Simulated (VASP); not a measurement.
A run of VASP 6.6.1 is set up as follows.

INCAR

```
PREC = Accurate
ENCUT = 520
EDIFF = 1E-7
ISMEAR = 0
SIGMA = 0.1
LREAL = F
LASPH = T
NELM = 100
ALGO = Normal
ISIF = 2
LWAVE = F
LCHARG = T
GGA = PE
LELF = T
LVHAR = T
NBANDS = 22
```

KPOINTS

```
Automatic mesh
0
Gamma
  12 12 6
```

The input POSCAR:

```
LaS3
1.0
    3.8586801675      0.0000000000      0.0000000000
   -1.9293400838      3.3417150501      0.0000000000
    0.0000000000      0.0000000000      9.6111873029
La S
1 3
Direct
    0.0000000000      0.0000000000      0.0000000000
    0.0000000000      0.0000000000      0.7235124035
    0.0000000000      0.0000000000      0.2764875965
    0.0000000000      0.0000000000      0.5000000000
```

Potentials or basis: VASP PAW PBE potentials, release 64 (La, S).

Run with:

```sh
$ cat potpaw_PBE.64/La/POTCAR potpaw_PBE.64/S/POTCAR > POTCAR
$ mpirun -np 1 vasp_std > vasp.out
```

Task: Estimate the largest force.

Result: 0.014 eV/Å.

Task: Estimate the pressure.

Result: -0.1 GPa.

Stress tensor (GPa, compression positive):
```
-0.04  0.00  0.00
 0.00 -0.04  0.00
 0.00  0.00 -0.30
```

Caveat: an odd number of electrons without spin polarisation forces a metal; a magnetic or distorted state may lie lower.
